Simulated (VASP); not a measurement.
# Rb (Im-3m) in VASP: notebook

Runs on Rb. Level: PBE. Tasks: single point, relaxation of cell and atoms.

All numbers are computed with VASP 6.6.1; they aren't measurements. Logs are shortened: lines on timing, memory, paths and dates and some standing lists are left out, and cuts for length are marked.

**1. The cell of the first run**

Symmetry: Im-3m, No. 229, cubic system. The conventional cell has a = 5.450 Å, b = 5.450 Å, c = 5.450 Å, α = 90.00°, β = 90.00°, γ = 90.00°.

**2. Single point, PBE**

INCAR reads:

```
SYSTEM = Rb
PREC = Accurate
ENCUT = 520
EDIFF = 1E-6
ISMEAR = -1
SIGMA = 0.08
LREAL = .False.
LASPH = .True.
NELM = 60
ALGO = Normal
ISIF = 2
LWAVE = .False.
LCHARG = .False.
GGA = PE
NBANDS = 10
```

KPOINTS reads:

```
regular mesh
0
Gamma
  10 10 10
  0 0 0
```

POSCAR reads:

```
Rb
1.0
   -2.7247846308      2.7247846308      2.7247846308
    2.7247846308     -2.7247846308      2.7247846308
    2.7247846308      2.7247846308     -2.7247846308
Rb
1
Direct
    0.0000000000      0.0000000000      0.0000000000
```

Potentials or basis: VASP PAW PBE potentials, release 64 (Rb_sv).

The run is started by

```sh
$ cat potpaw_PBE.64/Rb_sv/POTCAR > POTCAR
$ mpirun -np 1 vasp_std > vasp.out
```

OUTCAR:

```text
SYSTEM = Rb
   PREC = Accurate
   ENCUT = 520
   EDIFF = 1E-6
   ISMEAR = -1
   LREAL = .False.
   LASPH = .True.
   NELM = 60
   ISIF = 2
   GGA = PE

 ion  position               nearest neighbor table
   1  0.000  0.000  0.000-

  LATTYP: Found a body centered cubic cell.
 ALAT       =     5.4495692616

  Lattice vectors:

 A1 = (  -2.7247846308,   2.7247846308,   2.7247846308)
 A2 = (   2.7247846308,  -2.7247846308,   2.7247846308)
 A3 = (   2.7247846308,   2.7247846308,  -2.7247846308)

Analysis of symmetry for initial positions (statically):
=====================================================================
 Subroutine PRICEL returns:
 Original cell was already a primitive cell.

 Routine SETGRP: Setting up the symmetry group for a
 body centered cubic supercell.

 Subroutine GETGRP returns: Found 48 space group operations
 (whereof 48 operations were pure point group operations)
 out of a pool of 48 trial point group operations.

The static configuration has the point symmetry O_h .

Analysis of symmetry for dynamics (positions and initial velocities):
=====================================================================
 Subroutine PRICEL returns:
 Original cell was already a primitive cell.

 Routine SETGRP: Setting up the symmetry group for a
 body centered cubic supercell.

 Subroutine GETGRP returns: Found 48 space group operations
 (whereof 48 operations were pure point group operations)
 out of a pool of 48 trial point group operations.

The dynamic configuration has the point symmetry O_h .

 Subroutine INISYM returns: Found 48 space group operations
 (whereof 48 operations are pure point group operations),
 and found     1 'primitive' translations

----------------------------------------------------------------------------------------

                                     Primitive cell

  volume of cell :      80.9201

  direct lattice vectors                    reciprocal lattice vectors
    -2.724784631  2.724784631  2.724784631     0.000000000  0.183500741  0.183500741
     2.724784631 -2.724784631  2.724784631     0.183500741  0.000000000  0.183500741
     2.724784631  2.724784631 -2.724784631     0.183500741  0.183500741  0.000000000

  length of vectors
     4.719465420  4.719465420  4.719465420     0.259509237  0.259509237  0.259509237

  position of ions in fractional coordinates (direct lattice)
     0.000000000  0.000000000  0.000000000

  ion indices of the primitive-cell ions
   primitive index   ion index
                 1           1

----------------------------------------------------------------------------------------

 KPOINTS: regular mesh

Automatic generation of k-mesh.
 Grid dimensions read from file:
 generate k-points for:   10   10   10

 Generating k-lattice:

  Cartesian coordinates                     Fractional coordinates (reciprocal lattice)
     0.000000000  0.018350074  0.018350074     0.100000000  0.000000000  0.000000000
     0.018350074  0.000000000  0.018350074     0.000000000  0.100000000  0.000000000
     0.018350074  0.018350074  0.000000000     0.000000000  0.000000000  0.100000000

  Length of vectors
     0.025950924  0.025950924  0.025950924

  Shift w.r.t. Gamma in fractional coordinates (k-lattice)
     0.000000000  0.000000000  0.000000000

 Subroutine IBZKPT returns following result:
 ===========================================

 Found     47 irreducible k-points:

 Following reciprocal coordinates:
            Coordinates               Weight
  0.000000  0.000000  0.000000      1.000000
  0.100000  0.000000  0.000000     12.000000
  0.200000  0.000000  0.000000     12.000000
  0.300000  0.000000  0.000000     12.000000
  0.400000  0.000000  0.000000     12.000000
  0.500000  0.000000  0.000000      6.000000
[... 16 lines left out ...]
  0.300000  0.300000  0.100000      8.000000
 -0.300000  0.300000  0.100000     24.000000
 [... further k-points ...]
   k-points           NKPTS =     47   k-points in BZ     NKDIM =     47   number of bands    NBANDS=     10
   number of dos      NEDOS =    301   number of ions     NIONS =      1
   total plane-waves  NPLWV =  46656
   dimension x,y,z NGX =    36 NGY =   36 NGZ =   36
   dimension x,y,z NGXF=    72 NGYF=   72 NGZF=   72
   ions per type =               1
   NGX,Y,Z   is equivalent  to a cutoff of  12.68, 12.68, 12.68 a.u.
   NGXF,Y,Z  is equivalent  to a cutoff of  25.36, 25.36, 25.36 a.u.
 SYSTEM =  Rb
   PREC   = accura    normal or accurate (medium, high low for compatibility)
   ISTART =      0    job   : 0-new  1-cont  2-samecut
   ICHARG =      2    charge: 1-file 2-atom 10-const
   ISPIN  =      1    spin polarized calculation?
   LNONCOLLINEAR =      F non collinear calculations
   LSORBIT =      F    spin-orbit coupling
   LASPH  =      T    aspherical Exc in radial PAW
   ENCUT  =  520.0 eV  38.22 Ry    6.18 a.u.   8.78  8.78  8.78*2*pi/ulx,y,z
   NELM   =     60;   NELMIN=  2; NELMDL= -5     # of ELM steps
   EDIFF  = 0.1E-05   stopping-criterion for ELM
   LREAL  =      F    real-space projection
   EDIFFG = 0.1E-04   stopping-criterion for IOM
   NSW    =      0    number of steps for IOM
   IBRION =     -1    ionic relax: 0-MD 1-quasi-New 2-CG
   NFREE  =      0    steps in history (QN), initial steepest desc. (CG)
   ISIF   =      2    stress and relaxation
   ISYM   =      2    0-nonsym 1-usesym 2-fastsym
   POTIM  = 0.5000    time-step for ionic-motion
   TEBEG  =    0.0;   TEEND  =   0.0 temperature during run
   PSTRESS=    0.0 pullay stress
   NELECT =       9.0000    total number of electrons
   NUPDOWN=      -1.0000    fix difference up-down
   EMIN   =  10.00;   EMAX   =-10.00  energy-range for DOS
   EFERMI =   0.00;   METHOD = LEGACY
   ISMEAR =    -1;   SIGMA  =   0.08  broadening in eV -4-tet -1-fermi 0-gaus
   EFERMI_NEDOS =   21; number of points for ismear=-14 and -15
   IALGO  =     38    algorithm
   IMIX   =      4    mixing-type and parameters
     AMIX     =   0.40;   BMIX     =  1.00
     AMIX_MAG =   1.60;   BMIX_MAG =  1.00
  volume/ion in A,a.u.               =      80.92       546.08
  Fermi-wavevector in a.u.,A,eV,Ry     =   0.787294  1.487770  8.433320  0.619832
  Thomas-Fermi vector in A             =   1.892005
   LORBIT       =      0    0 simple, 1 ext, 2 COOP (PROOUT), +10 PAW based schemes
   GGA     = PE    functional components
   LHFCALC =     F    Hartree Fock is set to
   AEXX    =    0.0000 exact exchange contribution
   IVDW    =     0    specifies the selected vdW correction
   LEPSILON=     F    determine dielectric tensor
   LRPA    =     F    only Hartree local field effects (RPA)
 non-spin polarized calculation
  energy-cutoff  :      520.00
  volume of cell :       80.92
 maximum number of plane-waves:      2214
   NGX = 17   NGY = 17   NGZ = 17

 number of electron       9.0000000 magnetization

 Free energy of the ion-electron system (eV)
  ---------------------------------------------------
  ext. energy  EPLUGINS =         0.00000000
  ---------------------------------------------------
  free energy    TOTEN  =        -0.93211726 eV

  energy without entropy =       -0.91103103  energy(sigma->0) =       -0.92157414

 E-fermi :   0.2936     XC(G=0):  -5.7573

 val. band max:        0.2047626498   @ k =  -0.3000   0.3000   0.3000
 cond. band min:       0.2976464177   @ k =   0.3000   0.2000   0.0000
 fundamental gap:      0.0928837680
 Fermi energy:         0.2935597108

 k-point     1 :       0.0000    0.0000    0.0000
  band No.  band energies     occupation
      1     -28.5567      2.00000
      2     -12.5843      2.00000
      3     -12.5843      2.00000
      4     -12.5843      2.00000
      5      -1.8389      2.00000
      6       4.0777      0.00000
      7       4.0777      0.00000
      8       4.0777      0.00000
      9       5.0957      0.00000
     10       5.0957      0.00000

 k-point     2 :       0.1000    0.0000    0.0000
  band No.  band energies     occupation
      1     -28.5560      2.00000
      2     -12.5984      2.00000
      3     -12.5888      2.00000
      4     -12.5843      2.00000
      5      -1.7074      2.00000
      6       3.8784      0.00000
      7       3.9020      0.00000
      8       4.2033      0.00000
      9       4.8592      0.00000
     10       5.0498      0.00000

 k-point     3 :       0.2000    0.0000    0.0000
  band No.  band energies     occupation
      1     -28.5542      2.00000
      2     -12.6349      2.00000
      3     -12.6005      2.00000
      4     -12.5844      2.00000
      5      -1.3272      2.00000
      6       3.2083      0.00000
      7       3.5395      0.00000
      8       4.5742      0.00000
      9       4.8450      0.00000
     10       5.0021      0.00000

 k-point     4 :       0.3000    0.0000    0.0000
  band No.  band energies     occupation
      1     -28.5519      2.00000
      2     -12.6790      2.00000
      3     -12.6150      2.00000
      4     -12.5845      2.00000
      5      -0.7421      2.00000
      6       2.4278      0.00000
      7       3.1983      0.00000
      8       4.9730      0.00000
      9       5.0752      0.00000
     10       5.1731      0.00000
[... 222 lines left out ...]
 k-point    22 :      -0.2000    0.2000    0.1000
  band No.  band energies     occupation
      1     -28.5535      2.00000
      2     -12.6349      2.00000
      3     -12.6053      2.00000
      4     -12.5956      2.00000
      5      -1.2031      2.00000
      6       3.2390      0.00000
      7       3.5620      0.00000
      8       4.1089      0.00000
      9       4.5634      0.00000
     10       5.5337      0.00000

 k-point    23 :       0.3000    0.3000    0.1000
  band No.  band energies     occupation
      1     -28.5488      2.00000
      2     -12.6739      2.00000
      3     -12.6739      2.00000
      4     -12.6140      2.00000
      5       1.4800      0.00000
      6       1.4800      0.00000
      7       1.6245      0.00000
      8       3.9315      0.00000
      9       5.6952      0.00000
     10       5.6952      0.00000

 k-point    24 :      -0.3000    0.3000    0.1000
  band No.  band energies     occupation
      1     -28.5513      2.00000
      2     -12.6770      2.00000
      3     -12.6199      2.00000
      4     -12.5952      2.00000
      5      -0.6256      1.99998
      6       2.4547      0.00000
      7       3.2575      0.00000
      8       4.2021      0.00000
      9       5.1500      0.00000
     10       5.5882      0.00000

 [... further k-points ...]
[... 5 lines left out ...]
  --------------------------------------------------------------------------------------
  -------------------------------------------------------------------------------------
  Total        0.2114283      0.2114283      0.2114283      0.0000000     -0.0000000     -0.0000000
  in kB        4.1861738      4.1861738      4.1861738      0.0000000     -0.0000000     -0.0000000
  external PRESSURE =       4.1861738 kB  Pullay stress =       0.0000000 kB

 VOLUME and BASIS-vectors are now :
 -----------------------------------------------------------------------------
  energy-cutoff  :      520.00
  volume of cell :       80.92
      direct lattice vectors                 reciprocal lattice vectors
    -2.724784631  2.724784631  2.724784631     0.000000000  0.183500741  0.183500741
     2.724784631 -2.724784631  2.724784631     0.183500741  0.000000000  0.183500741
     2.724784631  2.724784631 -2.724784631     0.183500741  0.183500741  0.000000000

 POSITION                                       TOTAL-FORCE (eV/Angst)
 -----------------------------------------------------------------------------------
      0.00000      0.00000      0.00000        -0.000000      0.000000     -0.000000
 -----------------------------------------------------------------------------------
    total drift:                               -0.000000      0.000000      0.000000

  FREE ENERGIE OF THE ION-ELECTRON SYSTEM (eV)
  ---------------------------------------------------
  free  energy   TOTEN  =        -0.9321172580 eV

  energy  without entropy=       -0.9110310296  energy(sigma->0) =       -0.92157414
```

Run time: 9.3 s. Hardware: 1 thread of Intel Xeon 6975P-C (Granite Rapids), shared host; peak memory 0.21 GiB.

Results:

* Free energy: -0.9321 eV
* Pressure: 0.4 GPa
* Band gap on the k mesh: zero (an odd number of electrons rules out a gap without spin polarisation)

**3. Single point, PBE**

INCAR reads:

```
ALGO = Normal
EDIFF = 1E-6
ENCUT = 520
GGA = PE
ISIF = 2
ISMEAR = -1
LASPH = T
LCHARG = F
LREAL = F
LWAVE = F
NBANDS = 10
NELM = 100
PREC = Accurate
SIGMA = 0.08
```

KPOINTS reads:

```
k-points
0
Gamma
  10 10 10
```

POSCAR is that of step 2.

Potentials or basis: VASP PAW PBE potentials, release 64 (Rb_sv).

The run is started by

```sh
$ cat potpaw_PBE.64/Rb_sv/POTCAR > POTCAR
$ mpirun -np 1 vasp_std > vasp.out
```

Wall time 9.4 s (1 thread of Intel Xeon 6975P-C (Granite Rapids), shared host); peak memory 0.21 GiB.

Results (log left out):

```
Free energy            : -0.9321 eV
Pressure               : 0.4 GPa
Band gap on the k mesh : zero (an odd number of electrons rules out a gap without spin polarisation)
```

Levels at points of the mesh, in eV from the Fermi level:
```
           k point  band 2  band 3  band 4  band 5  band 6  band 7
(0.00, 0.00, 0.00)  -12.88  -12.88  -12.88   -2.13    3.78    3.78
(0.50, 0.00, 0.00)  -13.02  -12.92  -12.88    0.21    0.87    2.60
(0.50, 0.50, 0.50)  -12.98  -12.98  -12.98    1.17    1.17    3.57
```

**4. Relaxation of cell and atoms, PBE, target pressure 0.43 GPa, at which the enthalpy is minimised**

INCAR reads:

```
SYSTEM = Rb
ALGO = Normal ; EDIFF = 1E-6
EDIFFG = -0.005 ; ENCUT = 600
GGA = PE ; IBRION = 2
ISIF = 3 ; ISMEAR = -1
LASPH = .True. ; LCHARG = .False.
LREAL = .False. ; LWAVE = .False.
NELM = 100 ; NSW = 60
PREC = Accurate ; PSTRESS = 4.3
SIGMA = 0.08
```

KPOINTS reads:

```
k-points
0
Gamma
  10 10 10
  0 0 0
```

POSCAR is that of step 3.

The run is started by

```sh
$ cat potpaw_PBE.64/Rb_sv/POTCAR > POTCAR
$ mpirun -np 1 vasp_std > vasp.out
```

It took 16 s on 1 thread of Intel Xeon 6975P-C (Granite Rapids), shared host; peak memory 0.25 GiB.

It converged, with:

- Free energy: -0.9319 eV
- Relaxed volume: 80.86 Å³/atom
- Relaxed cell: a = 4.718 Å, b = 4.718 Å, c = 4.718 Å, α = 109.47°, β = 109.47°, γ = 109.47°
- Space group after relaxing (to 0.1 Å): Im-3m (No. 229)
- Energy change on relaxing (the run minimises the enthalpy): +0.2 meV/atom
- Ionic steps: 2
- Pressure after relaxing: 0.4 GPa
- Band gap on the k mesh: zero (an odd number of electrons rules out a gap without spin polarisation)

Step by step:
| step | energy change (eV) | largest force (eV/Å) | pressure (GPa) | volume (Å³) |
| --- | --- | --- | --- | --- |
| 1 | 0.0000 | 0.0000 | 0.42 | 80.92 |
| 2 | 0.0002 | 0.0000 | 0.42 | 80.86 |

Final structure:
```cif
data_structure
_symmetry_space_group_name_H-M 'P 1'
_symmetry_Int_Tables_number 1
_cell_length_a 4.7183
_cell_length_b 4.7183
_cell_length_c 4.7183
_cell_angle_alpha 109.471
_cell_angle_beta 109.471
_cell_angle_gamma 109.471
_cell_volume 80.86
loop_
_atom_site_label
_atom_site_type_symbol
_atom_site_fract_x
_atom_site_fract_y
_atom_site_fract_z
_atom_site_occupancy
Rb1 Rb 0.00000 0.00000 0.00000 1
```

Levels at points of the mesh, in eV from the Fermi level:
| k point | band 1 | band 2 | band 3 | band 4 | band 5 | band 6 | band 7 | band 8 |
| --- | --- | --- | --- | --- | --- | --- | --- | --- |
| (0.00, 0.00, 0.00) | -28.85 | -12.88 | -12.88 | -12.88 | -2.13 | 3.78 | 3.78 | 3.78 |
| (0.50, 0.00, 0.00) | -28.84 | -13.02 | -12.92 | -12.88 | 0.21 | 0.88 | 2.60 | 4.51 |
| (0.50, 0.50, 0.50) | -28.84 | -12.98 | -12.98 | -12.98 | 1.17 | 1.17 | 3.57 | 3.57 |

Caveat: the cell is relaxed towards a set pressure, so the run minimises the enthalpy, not the energy.
